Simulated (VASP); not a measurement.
# CdSe (Imm2) in VASP: a series of runs, part 2 of 2

VASP 6.6.1. Earlier steps stand in the parts before.

### Step 4. Single point, PBE

INCAR reads:

```
ALGO = Normal ; EDIFF = 1E-6
ENCUT = 520 ; GGA = PE
ISIF = 2 ; ISMEAR = 0
LASPH = T ; LCHARG = T
LELF = T ; LREAL = F
LVHAR = T ; LWAVE = F
NBANDS = 16 ; NELM = 60
PREC = Accurate ; SIGMA = 0.01
```

KPOINTS reads:

```
k-points
0
Gamma
  6 6 6
```

POSCAR reads:

```
CdSe
1.0
    0.0000000000      3.0702700000      3.0702700000
    3.0702700000      0.0000000000      3.0702700000
    3.0702700000      3.0702700000      0.0000000000
Cd Se
1 1
Direct
    0.0000000000      0.0000000000      0.0000000000
    0.7540713032      0.7459286968      0.7540713032
```

Potentials or basis: VASP PAW PBE potentials, release 64 (Cd, Se).

The run is started by

```console
$ cat potpaw_PBE.64/Cd/POTCAR potpaw_PBE.64/Se/POTCAR > POTCAR
$ mpirun -np 1 vasp_std > vasp.out
```

OUTCAR:

```text
EDIFF = 1E-6
   ENCUT = 520
   GGA = PE
   ISIF = 2
   ISMEAR = 0
   LASPH = T
   LREAL = F
   NELM = 60
   PREC = Accurate

 ion  position               nearest neighbor table
   1  0.000  0.000  0.000-   2 2.64   2 2.64   2 2.67   2 2.67
   2  0.754  0.746  0.754-   1 2.64   1 2.64   1 2.67   1 2.67

  LATTYP: Found a face centered cubic cell.
 ALAT       =     6.1405400000

  Lattice vectors:

 A1 = (   0.0000000000,   3.0702700000,   3.0702700000)
 A2 = (   3.0702700000,   0.0000000000,   3.0702700000)
 A3 = (   3.0702700000,   3.0702700000,   0.0000000000)

Analysis of symmetry for initial positions (statically):
=====================================================================
 Subroutine PRICEL returns:
 Original cell was already a primitive cell.

 Routine SETGRP: Setting up the symmetry group for a
 face centered cubic supercell.

 Subroutine GETGRP returns: Found  4 space group operations
 (whereof  4 operations were pure point group operations)
 out of a pool of 48 trial point group operations.

The static configuration has the point symmetry C_2v.

Analysis of symmetry for dynamics (positions and initial velocities):
=====================================================================
 Subroutine PRICEL returns:
 Original cell was already a primitive cell.

 Routine SETGRP: Setting up the symmetry group for a
 face centered cubic supercell.

 Subroutine GETGRP returns: Found  4 space group operations
 (whereof  4 operations were pure point group operations)
 out of a pool of 48 trial point group operations.

The dynamic configuration has the point symmetry C_2v.

 Subroutine INISYM returns: Found  4 space group operations
 (whereof  4 operations are pure point group operations),
 and found     1 'primitive' translations
[... 103 lines left out ...]
   POTIM  = 0.5000    time-step for ionic-motion
   TEBEG  =    0.0;   TEEND  =   0.0 temperature during run
   PSTRESS=    0.0 pullay stress
   NELECT =      18.0000    total number of electrons
   NUPDOWN=      -1.0000    fix difference up-down
   EMIN   =  10.00;   EMAX   =-10.00  energy-range for DOS
   EFERMI =   0.00;   METHOD = LEGACY
   ISMEAR =     0;   SIGMA  =   0.01  broadening in eV -4-tet -1-fermi 0-gaus
   EFERMI_NEDOS =   21; number of points for ismear=-14 and -15
   IALGO  =     38    algorithm
   IMIX   =      4    mixing-type and parameters
     AMIX     =   0.40;   BMIX     =  1.00
     AMIX_MAG =   1.60;   BMIX_MAG =  1.00
  volume/ion in A,a.u.               =      28.94       195.31
  Fermi-wavevector in a.u.,A,eV,Ry     =   1.109121  2.095936 16.737212  1.230150
  Thomas-Fermi vector in A             =   2.245657
   LORBIT       =      0    0 simple, 1 ext, 2 COOP (PROOUT), +10 PAW based schemes
   GGA     = PE    functional components
   LHFCALC =     F    Hartree Fock is set to
   AEXX    =    0.0000 exact exchange contribution
   IVDW    =     0    specifies the selected vdW correction
   LEPSILON=     F    determine dielectric tensor
   LRPA    =     F    only Hartree local field effects (RPA)
 non-spin polarized calculation
 Gauss-broadening in eV      SIGMA  =   0.01
  energy-cutoff  :      520.00
  volume of cell :       57.88
 maximum number of plane-waves:      1588
   NGX = 17   NGY = 17   NGZ = 17

 number of electron      18.0000008 magnetization

 Free energy of the ion-electron system (eV)
  ---------------------------------------------------
  ext. energy  EPLUGINS =         0.00000000
  ---------------------------------------------------
  free energy    TOTEN  =        -5.48510236 eV

  energy without entropy =       -5.48510236  energy(sigma->0) =       -5.48510236

 E-fermi :   0.8431     XC(G=0):  -8.7551

 val. band max:        0.7359516555   @ k =   0.0000   0.0000   0.0000
 cond. band min:       1.2704813227   @ k =   0.0000   0.0000   0.0000
 fundamental gap:      0.5345296672
 Fermi energy:         0.8430759839

 k-point     1 :       0.0000    0.0000    0.0000
  band No.  band energies     occupation
      1     -11.7151      2.00000
      2      -7.1374      2.00000
      3      -7.1240      2.00000
      4      -7.1110      2.00000
      5      -6.7801      2.00000
      6      -6.7799      2.00000
[... 433 lines left out ...]
      3      -7.0435      2.00000
      4      -6.9144      2.00000
      5      -6.7933      2.00000
      6      -6.7602      2.00000
[... 8 lines left out ...]
     15      11.2768      0.00000
     16      12.6155      0.00000

 [... further k-points ...]
[... 5 lines left out ...]
  --------------------------------------------------------------------------------------
  -------------------------------------------------------------------------------------
  Total        0.5769791      0.5720032      0.5769791     -0.0000000      0.0000000      0.1514142
  in kB       15.9702211     15.8324933     15.9702211     -0.0000000      0.0000000      4.1909976
  external PRESSURE =      15.9243118 kB  Pullay stress =       0.0000000 kB

 VOLUME and BASIS-vectors are now :
 -----------------------------------------------------------------------------
  energy-cutoff  :      520.00
  volume of cell :       57.88
      direct lattice vectors                 reciprocal lattice vectors
     0.000000000  3.070270000  3.070270000    -0.162852127  0.162852127  0.162852127
     3.070270000  0.000000000  3.070270000     0.162852127 -0.162852127  0.162852127
     3.070270000  3.070270000  0.000000000     0.162852127  0.162852127 -0.162852127

 POSITION                                       TOTAL-FORCE (eV/Angst)
 -----------------------------------------------------------------------------------
      0.00000      0.00000      0.00000         0.000000      0.115460      0.000000
      4.60540      4.63041      4.60540         0.000000     -0.115460      0.000000
 -----------------------------------------------------------------------------------
    total drift:                                0.000000     -0.000019      0.000000

  FREE ENERGIE OF THE ION-ELECTRON SYSTEM (eV)
  ---------------------------------------------------
  free  energy   TOTEN  =        -5.4851023596 eV

  energy  without entropy=       -5.4851023596  energy(sigma->0) =       -5.48510236
```

OSZICAR:

```text
N       E                     dE             d eps       ncg     rms          rms(c)
DAV:   1     0.107498159369E+03    0.10750E+03   -0.87315E+03  1496   0.100E+03
DAV:   2    -0.178111037055E+01   -0.10928E+03   -0.10351E+03  1784   0.248E+02
DAV:   3    -0.584938712699E+01   -0.40683E+01   -0.40612E+01  1808   0.499E+01
DAV:   4    -0.586646497163E+01   -0.17078E-01   -0.17077E-01  1816   0.319E+00
DAV:   5    -0.586657793934E+01   -0.11297E-03   -0.11297E-03  1832   0.226E-01    0.587E+00
DAV:   6    -0.550550966918E+01    0.36107E+00   -0.54683E-01  2112   0.868E+00    0.469E+00
DAV:   7    -0.548382081230E+01    0.21689E-01   -0.14149E-01  1728   0.250E+00    0.204E+00
DAV:   8    -0.548477561751E+01   -0.95481E-03   -0.13104E-02  1608   0.137E+00    0.248E-01
DAV:   9    -0.548498202424E+01   -0.20641E-03   -0.13924E-03  1768   0.471E-01    0.469E-02
DAV:  10    -0.548505153757E+01   -0.69513E-04   -0.15285E-04  1880   0.152E-01    0.437E-02
DAV:  11    -0.548510257747E+01   -0.51040E-04   -0.83776E-05  1656   0.574E-02    0.167E-02
DAV:  12    -0.548510235960E+01    0.21787E-06   -0.17298E-06  1624   0.155E-02
   1 F= -.54851024E+01 E0= -.54851024E+01  d E =-.379297E-54
```

stdout:

```text
POSCAR found type information on POSCAR CdSe
 POSCAR found :  2 types and       2 ions
 scaLAPACK will be used
 LDA part: xc-table for (Slater+PW92), standard interpolation
 POSCAR, INCAR and KPOINTS ok, starting setup
 FFT: planning ... GRIDC
 FFT: planning ... GRID_SOFT
 FFT: planning ... GRID
 WAVECAR not read
 entering main loop
```

It took 28 s on 1 thread of Intel Xeon Platinum 8488C (Sapphire Rapids), shared host; peak memory 0.19 GiB.

Results:

```
Free energy            : -5.4851 eV
Pressure               : 1.6 GPa
Largest force          : 0.115 eV/Å
Band gap on the k mesh : 0.53 eV, direct
```

Forces in eV/Å, atoms in the order of the input:
```
Cd   0.000  0.115  0.000
Se   0.000 -0.115  0.000
```

Stress tensor (GPa, compression positive):
```
1.60 0.00 0.42
0.00 1.58 0.00
0.42 0.00 1.60
```

### Step 5. Single point, PBE

INCAR reads:

```
ALGO     = Normal         # electronic algorithm
EDIFF    = 1E-7           # SCF threshold, eV
ENCUT    = 520            # plane-wave cutoff, eV
GGA      = PE             # functional
ISIF     = 2              # what is computed and relaxed
ISMEAR   = 0              # smearing method
LASPH    = True           # aspherical terms in the spheres
LCHARG   = True           # write CHGCAR
LELF     = True           # ELF
LREAL    = False          # projectors in reciprocal space
LVHAR    = True         
LWAVE    = False          # write WAVECAR
NBANDS   = 16             # bands
NELM     = 100            # most SCF steps
PREC     = Accurate       # precision mode
SIGMA    = 0.01           # smearing width, eV
```

KPOINTS is that of step 4.

POSCAR: that of step 4 with these lines changed.

```diff
@@ -9,2 +9,2 @@
     0.0000000000      0.0000000000      0.0000000000
-    0.7540713032      0.7459286968      0.7540713032
+    0.7581426064      0.7418573936      0.7581426064
```

The run is started by

```console
$ cat potpaw_PBE.64/Cd/POTCAR potpaw_PBE.64/Se/POTCAR > POTCAR
$ mpirun -np 1 vasp_std > vasp.out
```

Run time: 22 s. Hardware: 1 thread of Intel Xeon Platinum 8488C (Sapphire Rapids), shared host; peak memory 0.2 GiB.

It converged, with:

```
Free energy            : -5.4808 eV
Pressure               : 1.6 GPa
Largest force          : 0.231 eV/Å
Band gap on the k mesh : 0.52 eV, direct
```

Forces on the atoms (eV/Å):
```
Cd   0.000  0.231  0.000
Se   0.000 -0.231  0.000
```

Stress tensor (GPa, compression positive):
```
1.64 0.00 0.84
0.00 1.59 0.00
0.84 0.00 1.64
```

Levels at points of the mesh, in eV from the valence-band top:
| k point | band 5 | band 6 | band 7 | band 8 | band 9 | band 10 | band 11 | band 12 | band 13 | band 14 |
| --- | --- | --- | --- | --- | --- | --- | --- | --- | --- | --- |
| (0.00, 0.00, 0.00) | -7.53 | -7.53 | -0.06 | -0.02 | 0.00 | 0.52 | 5.88 | 5.90 | 5.94 | 9.64 |
| (0.50, 0.00, 0.00) | -7.50 | -7.25 | -4.19 | -0.78 | -0.67 | 2.28 | 6.28 | 6.48 | 7.29 | 9.95 |
| (0.00, 0.50, 0.00) | -7.51 | -7.26 | -4.31 | -0.80 | -0.70 | 2.38 | 6.33 | 6.53 | 7.34 | 9.93 |
| (0.50, 0.50, 0.00) | -7.48 | -7.19 | -3.98 | -1.78 | -1.78 | 3.16 | 3.70 | 8.96 | 10.02 | 10.02 |
| (0.50, 0.00, 0.50) | -7.48 | -7.19 | -3.98 | -1.80 | -1.77 | 3.15 | 3.71 | 8.96 | 9.94 | 10.10 |
